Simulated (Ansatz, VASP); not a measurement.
Two plane-wave programs on TiNi

The input INCAR:

```
SYSTEM = TiNi
PREC = Accurate
ENCUT = 520
EDIFF = 1E-6
ISMEAR = 0
SIGMA = 0.15
LREAL = .False.
LASPH = .True.
NELM = 60
ALGO = Fast
ISIF = 2
LWAVE = .False.
LCHARG = .False.
GGA = PS
NBANDS = 18
```

The input KPOINTS:

```
regular mesh
0
Gamma
  18 18 14
  0 0 0
```

POSCAR

```
TiNi
1.0
    2.8725931500      0.0000000000      0.0000000000
    0.0000000000      2.8725931500      0.0000000000
    0.0000000000      0.0000000000      3.4023395000
Ti Ni
1 1
Direct
    0.5000000000      0.5000000000      0.5000000000
    0.0000000000      0.0000000000      0.0000000000
```

Input for Ansatz:

```yaml
crystal:
  lattice:
    - [2.87259315, 0.0, 0.0]
    - [0.0, 2.87259315, 0.0]
    - [0.0, 0.0, 3.4023395]
  atoms:
    - { symbol: Ti, position: [0.5, 0.5, 0.5] }
    - { symbol: Ni, position: [0.0, 0.0, 0.0] }
basis:
  ecutwfc: 420
kpoints:
  mp_grid: { grid: [18, 18, 14] }
hamiltonian:
  xc: pbesol
scf:
  occupations: { method: gaussian, width: 0.15 }
output:
  forces: true
  stress: true
  eigenvalues: true
```

Change from the starting cell: strain +0.050 along x and y, -0.050 along z, atoms carried along.

Alike in both runs: task single point; functional PBEsol; k mesh 18 × 18 × 14; occupations gaussian, width 0.15 eV; no spin polarisation.

```csv
,VASP,Ansatz
version,VASP 6.6.1,Ansatz 0.2.0
potentials or method,"VASP PAW PBE potentials, release 64 (Ti_sv, Ni), cutoff 520 eV","scalar-relativistic, plane waves, PAW"
valence electrons in the cell,22,30
```

```tsv
	VASP	Ansatz	Ansatz less VASP
gap on the k mesh at the Fermi level (eV)	none	none	-
pressure (GPa)	-11.2	-11.2	0.00
traceless stress, the component that is largest in VASP (GPa)	-1.79	-1.75	+0.038
```

VASP's potentials were made for PBE, not for PBEsol. A gap of «none» marks a metal or a gap that the smearing closes. VASP's potentials hold 22 valence electrons a cell and Ansatz's 30, so a difference there can come from the potentials and not from the codes.
